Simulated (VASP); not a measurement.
# Rh (Fm-3m) in VASP: further runs

Rh is run at these levels: PBEsol; tasks: electric field gradients, density of states.

Everything below comes from runs of VASP 6.6.1. Logs are shortened: lines on timing, memory, paths and dates and some standing lists are left out, and cuts for length are marked.

## Step 1: The cell of the first run

The structure is cubic, space group Fm-3m (No. 225). Conventional cell: a = 3.878 Å, b = 3.878 Å, c = 3.878 Å, α = 90.00°, β = 90.00°, γ = 90.00°. Rh (site symmetry m-3m) has 12 Rh at 2.74 Å within 3.6 Å.

## Step 2: Electric field gradients, PBEsol (volume scaled by 1.06)

INCAR

```
PREC = Accurate
ENCUT = 520
EDIFF = 1E-8
ISMEAR = -1
SIGMA = 0.08
LREAL = False
LASPH = True
NELM = 80
ALGO = Normal
ISIF = 2
LWAVE = False
LCHARG = False
GGA = PS
LEFG = True
NBANDS = 14
```

KPOINTS

```
regular mesh
0
Gamma
  16 16 16
```

POSCAR

```
Rh
1.0
    0.0000000000      1.9388447625      1.9388447625
    1.9388447625      0.0000000000      1.9388447625
    1.9388447625      1.9388447625      0.0000000000
Rh
1
Direct
    0.0000000000      0.0000000000      0.0000000000
```

Potentials or basis: VASP PAW PBE potentials, release 64 (Rh_pv).

Command:

```
$ cat potpaw_PBE.64/Rh_pv/POTCAR > POTCAR
$ mpirun -np 1 vasp_std > vasp.out
```

OUTCAR:

```text
PREC = Accurate
   ENCUT = 520
   EDIFF = 1E-8
   ISMEAR = -1
   LREAL = False
   LASPH = True
   NELM = 80
   ISIF = 2
   GGA = PS

 ion  position               nearest neighbor table
   1  0.000  0.000  0.000-

  LATTYP: Found a face centered cubic cell.
 ALAT       =     3.8776895250

  Lattice vectors:

 A1 = (   0.0000000000,   1.9388447625,   1.9388447625)
 A2 = (   1.9388447625,   0.0000000000,   1.9388447625)
 A3 = (   1.9388447625,   1.9388447625,   0.0000000000)

Analysis of symmetry for initial positions (statically):
=====================================================================
 Subroutine PRICEL returns:
 Original cell was already a primitive cell.

 Routine SETGRP: Setting up the symmetry group for a
 face centered cubic supercell.

 Subroutine GETGRP returns: Found 48 space group operations
 (whereof 48 operations were pure point group operations)
 out of a pool of 48 trial point group operations.

The static configuration has the point symmetry O_h .

Analysis of symmetry for dynamics (positions and initial velocities):
=====================================================================
 Subroutine PRICEL returns:
 Original cell was already a primitive cell.

 Routine SETGRP: Setting up the symmetry group for a
 face centered cubic supercell.

 Subroutine GETGRP returns: Found 48 space group operations
 (whereof 48 operations were pure point group operations)
 out of a pool of 48 trial point group operations.

The dynamic configuration has the point symmetry O_h .

 Subroutine INISYM returns: Found 48 space group operations
 (whereof 48 operations are pure point group operations),
 and found     1 'primitive' translations

----------------------------------------------------------------------------------------

                                     Primitive cell

  volume of cell :      14.5767

  direct lattice vectors                    reciprocal lattice vectors
     0.000000000  1.938844763  1.938844763    -0.257885525  0.257885525  0.257885525
     1.938844763  0.000000000  1.938844763     0.257885525 -0.257885525  0.257885525
     1.938844763  1.938844763  0.000000000     0.257885525  0.257885525 -0.257885525

  length of vectors
     2.741940558  2.741940558  2.741940558     0.446670832  0.446670832  0.446670832

  position of ions in fractional coordinates (direct lattice)
     0.000000000  0.000000000  0.000000000

  ion indices of the primitive-cell ions
   primitive index   ion index
                 1           1

----------------------------------------------------------------------------------------

 KPOINTS: regular mesh

Automatic generation of k-mesh.
 Grid dimensions read from file:
 generate k-points for:   16   16   16

 Generating k-lattice:

  Cartesian coordinates                     Fractional coordinates (reciprocal lattice)
    -0.016117845  0.016117845  0.016117845     0.062500000  0.000000000  0.000000000
     0.016117845 -0.016117845  0.016117845     0.000000000  0.062500000  0.000000000
     0.016117845  0.016117845 -0.016117845     0.000000000  0.000000000  0.062500000

  Length of vectors
     0.027916927  0.027916927  0.027916927

  Shift w.r.t. Gamma in fractional coordinates (k-lattice)
     0.000000000  0.000000000  0.000000000

 Subroutine IBZKPT returns following result:
 ===========================================

 Found    145 irreducible k-points:

 Following reciprocal coordinates:
            Coordinates               Weight
  0.000000  0.000000  0.000000      1.000000
  0.062500  0.000000  0.000000      8.000000
  0.125000  0.000000  0.000000      8.000000
  0.187500  0.000000  0.000000      8.000000
  0.250000  0.000000  0.000000      8.000000
  0.312500  0.000000  0.000000      8.000000
[... 16 lines left out ...]
 -0.125000  0.062500  0.000000     24.000000
 -0.062500  0.062500  0.000000     12.000000
 [... further k-points ...]
   k-points           NKPTS =    145   k-points in BZ     NKDIM =    145   number of bands    NBANDS=     14
   number of dos      NEDOS =    301   number of ions     NIONS =      1
   total plane-waves  NPLWV =   8000
   dimension x,y,z NGX =    20 NGY =   20 NGZ =   20
   dimension x,y,z NGXF=    40 NGYF=   40 NGZF=   40
   ions per type =               1
   NGX,Y,Z   is equivalent  to a cutoff of  12.13, 12.13, 12.13 a.u.
   NGXF,Y,Z  is equivalent  to a cutoff of  24.25, 24.25, 24.25 a.u.
 SYSTEM =  unknown system
   PREC   = accura    normal or accurate (medium, high low for compatibility)
   ISTART =      0    job   : 0-new  1-cont  2-samecut
   ICHARG =      2    charge: 1-file 2-atom 10-const
   ISPIN  =      1    spin polarized calculation?
   LNONCOLLINEAR =      F non collinear calculations
   LSORBIT =      F    spin-orbit coupling
   LASPH  =      T    aspherical Exc in radial PAW
   ENCUT  =  520.0 eV  38.22 Ry    6.18 a.u.   5.10  5.10  5.10*2*pi/ulx,y,z
   NELM   =     80;   NELMIN=  2; NELMDL= -5     # of ELM steps
   EDIFF  = 0.1E-07   stopping-criterion for ELM
   LREAL  =      F    real-space projection
   EDIFFG = 0.1E-06   stopping-criterion for IOM
   NSW    =      0    number of steps for IOM
   IBRION =     -1    ionic relax: 0-MD 1-quasi-New 2-CG
   NFREE  =      0    steps in history (QN), initial steepest desc. (CG)
   ISIF   =      2    stress and relaxation
   ISYM   =      2    0-nonsym 1-usesym 2-fastsym
   POTIM  = 0.5000    time-step for ionic-motion
   TEBEG  =    0.0;   TEEND  =   0.0 temperature during run
   PSTRESS=    0.0 pullay stress
   NELECT =      15.0000    total number of electrons
   NUPDOWN=      -1.0000    fix difference up-down
   EMIN   =  10.00;   EMAX   =-10.00  energy-range for DOS
   EFERMI =   0.00;   METHOD = LEGACY
   ISMEAR =    -1;   SIGMA  =   0.08  broadening in eV -4-tet -1-fermi 0-gaus
   EFERMI_NEDOS =   21; number of points for ismear=-14 and -15
   IALGO  =     38    algorithm
   IMIX   =      4    mixing-type and parameters
     AMIX     =   0.40;   BMIX     =  1.00
     AMIX_MAG =   1.60;   BMIX_MAG =  1.00
  volume/ion in A,a.u.               =      14.58        98.37
  Fermi-wavevector in a.u.,A,eV,Ry     =   1.652795  3.123329 37.167442  2.731730
  Thomas-Fermi vector in A             =   2.741343
   LORBIT       =      0    0 simple, 1 ext, 2 COOP (PROOUT), +10 PAW based schemes
   GGA     = PS    functional components
   LHFCALC =     F    Hartree Fock is set to
   AEXX    =    0.0000 exact exchange contribution
   IVDW    =     0    specifies the selected vdW correction
   LEPSILON=     F    determine dielectric tensor
   LRPA    =     F    only Hartree local field effects (RPA)
 non-spin polarized calculation
  energy-cutoff  :      520.00
  volume of cell :       14.58
 maximum number of plane-waves:       401
   NGX = 11   NGY = 11   NGZ = 11

 number of electron      14.9999992 magnetization

 Free energy of the ion-electron system (eV)
  ---------------------------------------------------
  ext. energy  EPLUGINS =         0.00000000
  ---------------------------------------------------
  free energy    TOTEN  =        -8.08641759 eV

  energy without entropy =       -8.05406994  energy(sigma->0) =       -8.07024376

 E-fermi :  10.7063     XC(G=0): -13.8442

 val. band max:       10.7052101472   @ k =  -0.1875   0.1250   0.0000
 cond. band min:      10.7080738673   @ k =  -0.3750   0.0625   0.0000
 fundamental gap:      0.0028637201
 Fermi energy:        10.7063306867

 k-point     1 :       0.0000    0.0000    0.0000
  band No.  band energies     occupation
      1     -35.5204      2.00000
      2     -35.5204      2.00000
      3     -35.5204      2.00000
      4       3.0871      2.00000
      5       7.8865      2.00000
      6       7.8865      2.00000
      7       7.8865      2.00000
      8       9.8127      1.99997
      9       9.8127      1.99997
     10      26.6720      0.00000
     11      31.2531      0.00000
     12      31.7923      0.00000
     13      31.7923      0.00000
     14      31.7923      0.00000

 k-point     2 :       0.0625    0.0000    0.0000
  band No.  band energies     occupation
      1     -35.5440      2.00000
      2     -35.5236      2.00000
      3     -35.5236      2.00000
      4       3.2362      2.00000
      5       7.8232      2.00000
      6       7.9432      2.00000
      7       7.9432      2.00000
      8       9.7821      1.99998
      9       9.7821      1.99998
     10      26.8749      0.00000
     11      30.9327      0.00000
     12      31.2590      0.00000
     13      31.9994      0.00000
     14      31.9994      0.00000

 k-point     3 :       0.1250    0.0000    0.0000
  band No.  band energies     occupation
      1     -35.6107      2.00000
      2     -35.5328      2.00000
      3     -35.5328      2.00000
      4       3.6603      2.00000
      5       7.6724      2.00000
      6       8.0849      2.00000
      7       8.0849      2.00000
      8       9.7245      1.99999
      9       9.7245      1.99999
     10      27.3786      0.00000
     11      29.2572      0.00000
     12      31.2559      0.00000
     13      32.5916      0.00000
     14      32.5916      0.00000

 k-point     4 :       0.1875    0.0000    0.0000
  band No.  band energies     occupation
      1     -35.7096      2.00000
      2     -35.5465      2.00000
      3     -35.5465      2.00000
      4       4.2696      2.00000
      5       7.5600      2.00000
      6       8.2176      2.00000
      7       8.2176      2.00000
      8       9.7453      1.99999
      9       9.7453      1.99999
     10      27.2026      0.00000
     11      28.0818      0.00000
     12      31.2550      0.00000
     13      33.4696      0.00000
     14      33.4696      0.00000

 k-point     5 :       0.2500    0.0000    0.0000
  band No.  band energies     occupation
      1     -35.8251      2.00000
      2     -35.5626      2.00000
      3     -35.5626      2.00000
      4       4.8445      2.00000
      5       7.7364      2.00000
      6       8.2248      2.00000
      7       8.2248      2.00000
      8       9.9643      1.99981
      9       9.9643      1.99981
     10      25.3062      0.00000
     11      28.0364      0.00000
[... 276 lines left out ...]
 k-point    22 :      -0.1875    0.0625    0.0000
  band No.  band energies     occupation
      1     -35.7520      2.00000
      2     -35.5741      2.00000
      3     -35.5455      2.00000
      4       4.6033      2.00000
      5       7.4428      2.00000
      6       8.2749      2.00000
      7       8.3194      2.00000
      8       9.4973      2.00000
      9      10.1216      1.99866
     10      26.6851      0.00000
     11      28.1942      0.00000
     12      31.2544      0.00000
     13      32.4847      0.00000
     14      34.7277      0.00000

 k-point    23 :      -0.1250    0.0625    0.0000
  band No.  band energies     occupation
      1     -35.6503      2.00000
      2     -35.5554      2.00000
      3     -35.5326      2.00000
      4       3.9734      2.00000
      5       7.5279      2.00000
      6       8.1877      2.00000
      7       8.2140      2.00000
      8       9.5023      2.00000
      9       9.9098      1.99991
     10      27.6849      0.00000
     11      28.6368      0.00000
     12      31.2555      0.00000
     13      31.9675      0.00000
     14      33.5359      0.00000

 k-point    24 :      -0.0625    0.0625    0.0000
  band No.  band energies     occupation
      1     -35.5769      2.00000
      2     -35.5377      2.00000
      3     -35.5249      2.00000
      4       3.4780      2.00000
      5       7.7047      2.00000
      6       8.0215      2.00000
      7       8.0643      2.00000
      8       9.6446      2.00000
      9       9.8369      1.99996
     10      27.1869      0.00000
     11      30.1152      0.00000
     12      31.2567      0.00000
     13      31.7705      0.00000
     14      32.5957      0.00000

 [... further k-points ...]
[... 5 lines left out ...]
  --------------------------------------------------------------------------------------
  -------------------------------------------------------------------------------------
  Total       -1.6685429     -1.6685429     -1.6685429     -0.0000000      0.0000000     -0.0000000
  in kB     -183.3955721   -183.3955721   -183.3955721     -0.0000000      0.0000000     -0.0000000
  external PRESSURE =    -183.3955721 kB  Pullay stress =       0.0000000 kB

 VOLUME and BASIS-vectors are now :
 -----------------------------------------------------------------------------
  energy-cutoff  :      520.00
  volume of cell :       14.58
      direct lattice vectors                 reciprocal lattice vectors
     0.000000000  1.938844763  1.938844763    -0.257885525  0.257885525  0.257885525
     1.938844763  0.000000000  1.938844763     0.257885525 -0.257885525  0.257885525
     1.938844763  1.938844763  0.000000000     0.257885525  0.257885525 -0.257885525

 POSITION                                       TOTAL-FORCE (eV/Angst)
 -----------------------------------------------------------------------------------
      0.00000      0.00000      0.00000        -0.000000      0.000000      0.000000
 -----------------------------------------------------------------------------------
    total drift:                                0.000000      0.000000      0.000000

  FREE ENERGIE OF THE ION-ELECTRON SYSTEM (eV)
  ---------------------------------------------------
  free  energy   TOTEN  =        -8.0864175859 eV

  energy  without entropy=       -8.0540699417  energy(sigma->0) =       -8.07024376

 Electric field gradients (V/A^2)
---------------------------------------------------------------------
 ion       V_xx      V_yy      V_zz      V_xy      V_xz      V_yz
---------------------------------------------------------------------
   1      -0.000    -0.000    -0.000    -0.001    -0.001    -0.001
---------------------------------------------------------------------

 Electric field gradients after diagonalization (V/A^2)
 (convention: |V_zz| > |V_xx| > |V_yy|)
----------------------------------------------------------------------
 ion       V_xx      V_yy      V_zz     asymmetry (V_yy - V_xx)/ V_zz
----------------------------------------------------------------------
   1       0.001     0.001    -0.001       0.000
----------------------------------------------------------------------

           NMR quadrupolar parameters

 Cq : quadrupolar parameter    Cq=e*Q*V_zz/h
 eta: asymmetry parameters     (V_yy - V_xx)/ V_zz
 Q  : nuclear electric quadrupole moment in mb (millibarn)
----------------------------------------------------------------------
 ion       Cq(MHz)       eta       Q (mb)
----------------------------------------------------------------------
   1      -0.000       0.000       1.000
----------------------------------------------------------------------
```

It took 9.4 s on 1 thread of Intel Xeon 6975P-C (Granite Rapids), shared host; peak memory 0.14 GiB.

What came out:

- Free energy: -8.0864 eV
- Pressure: -18.3 GPa

Levels at points of the mesh, in eV from the Fermi level:
```csv
k point,band 4,band 5,band 6,band 7,band 8,band 9,band 10,band 11
"(0.00, 0.00, 0.00)",-7.62,-2.82,-2.82,-2.82,-0.89,-0.89,15.97,20.55
"(0.50, 0.00, 0.00)",-5.68,-2.88,-2.88,0.53,0.53,0.73,8.01,15.45
"(0.50, 0.50, 0.00)",-5.80,-5.46,0.51,0.90,0.90,3.12,11.51,12.89
```

Caveat: the cell differs from its parent crystal (volume scaled by 1.06); without QUAD_EFG the Cq values of the log hold for a quadrupole moment of 1 mb, not for the nuclei; the PAW data sets were made with another functional, which shifts forces and pressure a little.

## Step 3: Density of states, PBEsol

This run uses another cell than the first one, of 13.75 Å³/atom, 0.943 times its volume.

POSCAR

```
Rh
1.0
    0.0000000000      1.9015500000      1.9015500000
    1.9015500000      0.0000000000      1.9015500000
    1.9015500000      1.9015500000      0.0000000000
Rh
1
Direct
    0.0000000000      0.0000000000      0.0000000000
```

INCAR.step1

```
PREC = Accurate ; ENCUT = 520
EDIFF = 1E-6 ; ISMEAR = -1
SIGMA = 0.08 ; LREAL = False
LASPH = True ; NELM = 100
ALGO = Normal ; ISIF = 2
LWAVE = False ; LCHARG = True
LMAXMIX = 4 ; GGA = PS
NBANDS = 14
```

KPOINTS.step1

```
regular mesh
0
Gamma
  16 16 16
```

INCAR.step2

```
PREC = Accurate ; ENCUT = 520
EDIFF = 1E-6 ; ISMEAR = -5
SIGMA = 0.08 ; LREAL = False
LASPH = True ; NELM = 100
ALGO = Normal ; ISIF = 2
LWAVE = False ; LCHARG = False
LMAXMIX = 4 ; GGA = PS
LORBIT = 10 ; NEDOS = 2001
ICHARG = 11
```

KPOINTS.step2

```
regular mesh
0
Gamma
  24 24 24
```

Potentials or basis: VASP PAW PBE potentials, release 64 (Rh_pv).

Command:

```
$ cat potpaw_PBE.64/Rh_pv/POTCAR > POTCAR
$ cp INCAR.step1 INCAR
$ cp KPOINTS.step1 KPOINTS
$ mpirun -np 1 vasp_std > vasp.out
$ cp INCAR.step2 INCAR
$ cp KPOINTS.step2 KPOINTS
$ mpirun -np 1 vasp_std > vasp.out
```

Run time: 20 s. Hardware: 1 thread of Intel Xeon 6975P-C (Granite Rapids), shared host; peak memory 0.17 GiB.

The run converged. Its results:

| Quantity | Value |
| --- | --- |
| Valence electrons inside the program's atomic spheres | Rh 13.77 |

Levels at points of the mesh, in eV from the Fermi level:
| k point | band 5 | band 6 | band 7 | band 8 | band 9 | band 10 |
| --- | --- | --- | --- | --- | --- | --- |
| (0.00, 0.00, 0.00) | -3.09 | -3.09 | -3.09 | -0.98 | -0.98 | 15.93 |
| (0.50, 0.00, 0.00) | -3.17 | -3.17 | 0.58 | 0.58 | 0.65 | 8.59 |
| (0.50, 0.50, 0.00) | -5.98 | 0.56 | 0.99 | 0.99 | 3.18 | 12.22 |

Caveat: the PAW data sets were made with another functional, which shifts forces and pressure a little; tetrahedron occupations give inexact forces and stress in metals.
